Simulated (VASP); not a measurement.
# S in VASP: settings compared

Aim: see how the results for S move with the level of theory and the settings. Levels: r2SCAN, PBE. Tasks: single point.

Program: VASP 6.6.1. These are calculated values, not measurements. Logs are shortened: lines on timing, memory, paths and dates and some standing lists are left out, and cuts for length are marked.

## Step 1: The cell of the first run

Symmetry: R-3, No. 148, trigonal system. The conventional cell has a = 10.722 Å, b = 10.722 Å, c = 4.057 Å, α = 90.00°, β = 90.00°, γ = 120.00°. Within 2.7 Å of S (site symmetry 1) lie 2 S at 2.07 Å.

## Step 2: Single point, r2SCAN (uniaxial z strain -3.1%)

Contents of POSCAR:

```
S
1.0
    5.3612126934      3.0952975917      1.3522609694
   -5.3612126934      3.0952975917      1.3522609694
    0.0000000000     -6.1905951835      1.3522609693
S
6
Direct
    0.2584597664      0.1512465155      0.9173039165
    0.9173039165      0.2584597664      0.1512465155
    0.1512465155      0.9173039165      0.2584597664
    0.7415402336      0.8487534845      0.0826960835
    0.0826960835      0.7415402336      0.8487534845
    0.8487534845      0.0826960835      0.7415402336
```

Contents of INCAR.step1:

```
SYSTEM = S
PREC     = Accurate       ! precision mode
ENCUT    = 520            ! plane-wave cutoff, eV
ISMEAR   = 0              ! smearing method
SIGMA    = 0.01           ! smearing width, eV
LREAL    = .False.        ! projectors in reciprocal space
LASPH    = .True.         ! aspherical terms in the spheres
NELM     = 100            ! most SCF steps
NBANDS   = 27             ! bands
GGA      = PE             ! functional
ALGO     = Normal         ! electronic algorithm
EDIFF    = 1E-4           ! SCF threshold, eV
LWAVE    = .True.         ! write WAVECAR
LCHARG   = .False.        ! write CHGCAR
```

Contents of INCAR.step2:

```
SYSTEM = S
PREC     = Accurate       ! precision mode
ENCUT    = 520            ! plane-wave cutoff, eV
EDIFF    = 1E-7           ! SCF threshold, eV
ISMEAR   = 0              ! smearing method
SIGMA    = 0.01           ! smearing width, eV
LREAL    = .False.        ! projectors in reciprocal space
LASPH    = .True.         ! aspherical terms in the spheres
NELM     = 100            ! most SCF steps
ALGO     = Normal         ! electronic algorithm
ISIF     = 2              ! what is computed and relaxed
LWAVE    = .False.        ! write WAVECAR
LCHARG   = .True.         ! write CHGCAR
METAGGA  = R2SCAN         ! meta-GGA
LMIXTAU  = .True.       
LELF     = .True.         ! ELF
LVHAR    = .True.       
NBANDS   = 27             ! bands
ISTART   = 1
```

Contents of KPOINTS:

```
regular mesh
0
Gamma
  6 6 6
  0 0 0
```

Potentials or basis: VASP PAW PBE potentials, release 64 (S).

Started as:

```
$ cat potpaw_PBE.64/S/POTCAR > POTCAR
$ cp INCAR.step1 INCAR
$ mpirun -np 1 vasp_std > vasp.out
$ cp INCAR.step2 INCAR
$ mpirun -np 1 vasp_std > vasp.out
```

OUTCAR:

```text
SYSTEM = S
   PREC = Accurate
   ENCUT = 520
   EDIFF = 1E-7
   ISMEAR = 0
   LREAL = .False.
   LASPH = .True.
   NELM = 100
   ISIF = 2
   METAGGA = R2SCAN
   ISTART = 1

 ion  position               nearest neighbor table
   1  0.258  0.151  0.917-   5 2.07   6 2.07
   2  0.917  0.258  0.151-   4 2.07   6 2.07
   3  0.151  0.917  0.258-   4 2.07   5 2.07
   4  0.742  0.849  0.083-   2 2.07   3 2.07
   5  0.083  0.742  0.849-   1 2.07   3 2.07
   6  0.849  0.083  0.742-   1 2.07   2 2.07

  LATTYP: Found a trigonal (rhomboedric) cell.
 ALAT       =     6.3365667719
 COS(alpha) =    -0.4316868591

  Lattice vectors:

 A1 = (   5.3612126934,   3.0952975917,   1.3522609694)
 A2 = (  -5.3612126934,   3.0952975917,   1.3522609694)
 A3 = (   0.0000000000,  -6.1905951835,   1.3522609693)

Analysis of symmetry for initial positions (statically):
=====================================================================
 Subroutine PRICEL returns:
 Original cell was already a primitive cell.

 Routine SETGRP: Setting up the symmetry group for a
 trigonal (rhombohedral) supercell.

 Subroutine GETGRP returns: Found  6 space group operations
 (whereof  6 operations were pure point group operations)
 out of a pool of 12 trial point group operations.

The static configuration has the point symmetry S_6 .

Analysis of symmetry for dynamics (positions and initial velocities):
=====================================================================
 Subroutine PRICEL returns:
 Original cell was already a primitive cell.

 Routine SETGRP: Setting up the symmetry group for a
 trigonal (rhombohedral) supercell.

 Subroutine GETGRP returns: Found  6 space group operations
 (whereof  6 operations were pure point group operations)
 out of a pool of 12 trial point group operations.

The dynamic configuration has the point symmetry S_6 .

 Subroutine INISYM returns: Found  6 space group operations
 (whereof  6 operations are pure point group operations),
 and found     1 'primitive' translations

----------------------------------------------------------------------------------------

                                     Primitive cell

  volume of cell :     134.6410

  direct lattice vectors                    reciprocal lattice vectors
     5.361212693  3.095297592  1.352260969     0.093262482  0.053845119  0.246500743
    -5.361212693  3.095297592  1.352260969    -0.093262482  0.053845119  0.246500743
     0.000000000 -6.190595184  1.352260969     0.000000000 -0.107690238  0.246500743

  length of vectors
     6.336566772  6.336566772  6.336566772     0.268997776  0.268997776  0.268997776

  position of ions in fractional coordinates (direct lattice)
     0.258459766  0.151246515  0.917303917
     0.917303917  0.258459766  0.151246515
     0.151246515  0.917303917  0.258459766
     0.741540234  0.848753485  0.082696083
     0.082696083  0.741540234  0.848753485
     0.848753485  0.082696083  0.741540234

  ion indices of the primitive-cell ions
   primitive index   ion index
                 1           1
                 2           2
                 3           3
                 4           4
                 5           5
                 6           6

----------------------------------------------------------------------------------------

 KPOINTS: regular mesh

Automatic generation of k-mesh.
 Grid dimensions read from file:
 generate k-points for:    6    6    6

 Generating k-lattice:

  Cartesian coordinates                     Fractional coordinates (reciprocal lattice)
     0.015543747  0.008974186  0.041083457     0.166666667  0.000000000 -0.000000000
    -0.015543747  0.008974186  0.041083457     0.000000000  0.166666667 -0.000000000
     0.000000000 -0.017948373  0.041083457     0.000000000  0.000000000  0.166666667

  Length of vectors
     0.044832963  0.044832963  0.044832963

  Shift w.r.t. Gamma in fractional coordinates (k-lattice)
     0.000000000  0.000000000  0.000000000

 Subroutine IBZKPT returns following result:
 ===========================================

 Found     40 irreducible k-points:

 Following reciprocal coordinates:
            Coordinates               Weight
  0.000000  0.000000  0.000000      1.000000
  0.166667 -0.000000  0.000000      6.000000
  0.333333 -0.000000 -0.000000      6.000000
  0.500000 -0.000000  0.000000      3.000000
  0.166667  0.166667  0.000000      6.000000
  0.333333  0.166667  0.000000      6.000000
[... 16 lines left out ...]
  0.333333  0.333333  0.166667      6.000000
  0.500000  0.333333  0.166667      6.000000
 [... further k-points ...]
   k-points           NKPTS =     40   k-points in BZ     NKDIM =     40   number of bands    NBANDS=     27
   number of dos      NEDOS =    301   number of ions     NIONS =      6
   total plane-waves  NPLWV = 110592
   dimension x,y,z NGX =    48 NGY =   48 NGZ =   48
   dimension x,y,z NGXF=    96 NGYF=   96 NGZF=   96
   ions per type =               6
   NGX,Y,Z   is equivalent  to a cutoff of  12.59, 12.59, 12.59 a.u.
   NGXF,Y,Z  is equivalent  to a cutoff of  25.19, 25.19, 25.19 a.u.
 SYSTEM =  S
   PREC   = accura    normal or accurate (medium, high low for compatibility)
   ISTART =      1    job   : 0-new  1-cont  2-samecut
   ICHARG =      0    charge: 1-file 2-atom 10-const
   ISPIN  =      1    spin polarized calculation?
   LNONCOLLINEAR =      F non collinear calculations
   LSORBIT =      F    spin-orbit coupling
   LASPH  =      T    aspherical Exc in radial PAW
   ENCUT  =  520.0 eV  38.22 Ry    6.18 a.u.  11.78 11.78 11.78*2*pi/ulx,y,z
   NELM   =    100;   NELMIN=  2; NELMDL=  0     # of ELM steps
   EDIFF  = 0.1E-06   stopping-criterion for ELM
   LREAL  =      F    real-space projection
   EDIFFG = 0.1E-05   stopping-criterion for IOM
   NSW    =      0    number of steps for IOM
   IBRION =     -1    ionic relax: 0-MD 1-quasi-New 2-CG
   NFREE  =      0    steps in history (QN), initial steepest desc. (CG)
   ISIF   =      2    stress and relaxation
   ISYM   =      2    0-nonsym 1-usesym 2-fastsym
   POTIM  = 0.5000    time-step for ionic-motion
   TEBEG  =    0.0;   TEEND  =   0.0 temperature during run
   PSTRESS=    0.0 pullay stress
   NELECT =      36.0000    total number of electrons
   NUPDOWN=      -1.0000    fix difference up-down
   EMIN   =  10.00;   EMAX   =-10.00  energy-range for DOS
   EFERMI =   0.00;   METHOD = LEGACY
   ISMEAR =     0;   SIGMA  =   0.01  broadening in eV -4-tet -1-fermi 0-gaus
   EFERMI_NEDOS =   21; number of points for ismear=-14 and -15
   IALGO  =     38    algorithm
   IMIX   =      4    mixing-type and parameters
     AMIX     =   0.40;   BMIX     =  1.00
     AMIX_MAG =   1.60;   BMIX_MAG =  1.00
  volume/ion in A,a.u.               =      22.44       151.43
  Fermi-wavevector in a.u.,A,eV,Ry     =   1.054670  1.993037 15.134152  1.112329
  Thomas-Fermi vector in A             =   2.189839
   LORBIT       =      0    0 simple, 1 ext, 2 COOP (PROOUT), +10 PAW based schemes
   METAGGA = R2SCAN    functional components
   LHFCALC =     F    Hartree Fock is set to
   AEXX    =    0.0000 exact exchange contribution
   IVDW    =     0    specifies the selected vdW correction
   LEPSILON=     F    determine dielectric tensor
   LRPA    =     F    only Hartree local field effects (RPA)
 non-spin polarized calculation
 Gauss-broadening in eV      SIGMA  =   0.01
  energy-cutoff  :      520.00
  volume of cell :      134.64
 maximum number of plane-waves:      3648
   NGX = 23   NGY = 23   NGZ = 23

 number of electron      36.0000002 magnetization

 Free energy of the ion-electron system (eV)
  ---------------------------------------------------
  ext. energy  EPLUGINS =         0.00000000
  ---------------------------------------------------
  free energy    TOTEN  =       -47.81733608 eV

  energy without entropy =      -47.81733608  energy(sigma->0) =      -47.81733608

 E-fermi :   3.3178     XC(G=0):  -9.4420

 val. band max:        3.2426096419   @ k =   0.5000   0.5000   0.5000
 cond. band min:       5.3457009259   @ k =  -0.1667   0.1667   0.1667
 fundamental gap:      2.1030912840
 Fermi energy:         3.3177974234

 k-point     1 :       0.0000    0.0000    0.0000
  band No.  band energies     occupation
      1     -14.5302      2.00000
      2     -12.4334      2.00000
      3     -12.4334      2.00000
      4      -9.1486      2.00000
      5      -9.1486      2.00000
      6      -6.0912      2.00000
[... 19 lines left out ...]
     26      10.5740      0.00000
     27      10.5740      0.00000

 k-point     2 :       0.1667   -0.0000    0.0000
  band No.  band energies     occupation
      1     -14.4613      2.00000
      2     -12.4592      2.00000
      3     -12.4245      2.00000
      4      -9.1257      2.00000
      5      -9.0601      2.00000
      6      -6.1808      2.00000
[... 19 lines left out ...]
     26      10.5011      0.00000
     27      10.6890      0.00000

 k-point     3 :       0.3333   -0.0000   -0.0000
  band No.  band energies     occupation
      1     -14.3127      2.00000
      2     -12.5155      2.00000
      3     -12.4067      2.00000
      4      -9.0791      2.00000
      5      -8.8755      2.00000
      6      -6.4102      2.00000
[... 19 lines left out ...]
     26      10.8373      0.00000
     27      11.1408      0.00000

 k-point     4 :       0.5000   -0.0000    0.0000
  band No.  band energies     occupation
      1     -14.2318      2.00000
      2     -12.5473      2.00000
      3     -12.3978      2.00000
      4      -9.0556      2.00000
      5      -8.7782      2.00000
      6      -6.5454      2.00000
[... 19 lines left out ...]
     26      11.1924      0.00000
     27      11.7127      0.00000
[... 516 lines left out ...]
      4      -9.1335      2.00000
      5      -9.0034      2.00000
      6      -6.0784      2.00000
[... 19 lines left out ...]
     26      10.5083      0.00000
     27      11.0035      0.00000

 k-point    23 :       0.3333    0.3333    0.1667
  band No.  band energies     occupation
      1     -14.2555      2.00000
      2     -12.7537      2.00000
      3     -12.6167      2.00000
      4      -9.0187      2.00000
      5      -8.7932      2.00000
      6      -6.1212      2.00000
[... 19 lines left out ...]
     26      10.1523      0.00000
     27      10.6222      0.00000

 k-point    24 :       0.5000    0.3333    0.1667
  band No.  band energies     occupation
      1     -14.3003      2.00000
      2     -12.8078      2.00000
      3     -12.6025      2.00000
      4      -9.1422      2.00000
      5      -8.8017      2.00000
      6      -5.8283      2.00000
[... 19 lines left out ...]
     26      10.2016      0.00000
     27      10.7914      0.00000

 [... further k-points ...]
[... 5 lines left out ...]
  --------------------------------------------------------------------------------------
  -------------------------------------------------------------------------------------
  Total        0.1826012      0.1826012      1.0051329      0.0000002     -0.0000000      0.0000000
  in kB        2.1728862      2.1728862     11.9607071      0.0000027     -0.0000000      0.0000000
  external PRESSURE =       5.4354932 kB  Pullay stress =       0.0000000 kB

 VOLUME and BASIS-vectors are now :
 -----------------------------------------------------------------------------
  energy-cutoff  :      520.00
  volume of cell :      134.64
      direct lattice vectors                 reciprocal lattice vectors
     5.361212693  3.095297592  1.352260969     0.093262482  0.053845119  0.246500743
    -5.361212693  3.095297592  1.352260969    -0.093262482  0.053845119  0.246500743
     0.000000000 -6.190595184  1.352260969     0.000000000 -0.107690238  0.246500743

 POSITION                                       TOTAL-FORCE (eV/Angst)
 -----------------------------------------------------------------------------------
      0.57479     -4.41049      1.79446        -0.042442     -0.138233     -0.129049
      3.53220      2.70303      1.79446         0.140935      0.032360     -0.129049
     -4.10700      1.70746      1.79446        -0.098492      0.105873     -0.129049
     -0.57479      4.41049      2.26232         0.042442      0.138233      0.129049
     -3.53220     -2.70303      2.26232        -0.140935     -0.032360      0.129049
      4.10700     -1.70746      2.26232         0.098492     -0.105873      0.129049
 -----------------------------------------------------------------------------------
    total drift:                                0.000000      0.000000      0.000000

  FREE ENERGIE OF THE ION-ELECTRON SYSTEM (eV)
  ---------------------------------------------------
  free  energy   TOTEN  =       -47.8173360843 eV

  energy  without entropy=      -47.8173360843  energy(sigma->0) =      -47.81733608
```

It took 10 min on 1 thread of AMD EPYC 9R45 (Zen 5), shared host; peak memory 0.36 GiB.

What came out:

| Quantity | Value |
| --- | --- |
| Free energy | -47.8173 eV |
| Pressure | 0.5 GPa |
| Largest force | 0.194 eV/Å |
| Band gap on the k mesh | 2.10 eV (least direct gap 2.16 eV) |

Forces in eV/Å, atoms in the order of the input:
```
S   -0.042 -0.138 -0.129
S    0.141  0.032 -0.129
S   -0.098  0.106 -0.129
S    0.042  0.138  0.129
S   -0.141 -0.032  0.129
S    0.098 -0.106  0.129
```

Levels at points of the mesh, in eV from the valence-band top:
| k point | band 14 | band 15 | band 16 | band 17 | band 18 | band 19 | band 20 | band 21 | band 22 | band 23 |
| --- | --- | --- | --- | --- | --- | --- | --- | --- | --- | --- |
| (0.00, 0.00, 0.00) | -1.46 | -1.19 | -1.19 | -1.04 | -1.04 | 2.35 | 2.35 | 3.53 | 3.53 | 3.88 |
| (0.50, 0.00, 0.00) | -1.89 | -1.61 | -1.34 | -0.93 | -0.31 | 2.46 | 2.83 | 3.13 | 3.94 | 4.10 |
| (0.50, 0.50, 0.00) | -1.69 | -1.56 | -1.44 | -1.25 | -0.88 | 2.28 | 2.85 | 3.44 | 3.48 | 4.28 |
| (0.50, 0.50, 0.50) | -1.98 | -1.98 | -1.54 | -1.54 | 0.00 | 2.16 | 2.16 | 2.76 | 4.15 | 5.13 |

Caveat: the cell differs from its parent crystal (uniaxial z strain -3.1%); the PAW data sets were made with another functional, which shifts forces and pressure a little. A k mesh can miss the band edges.

(Part 1 of 2 ends here.)
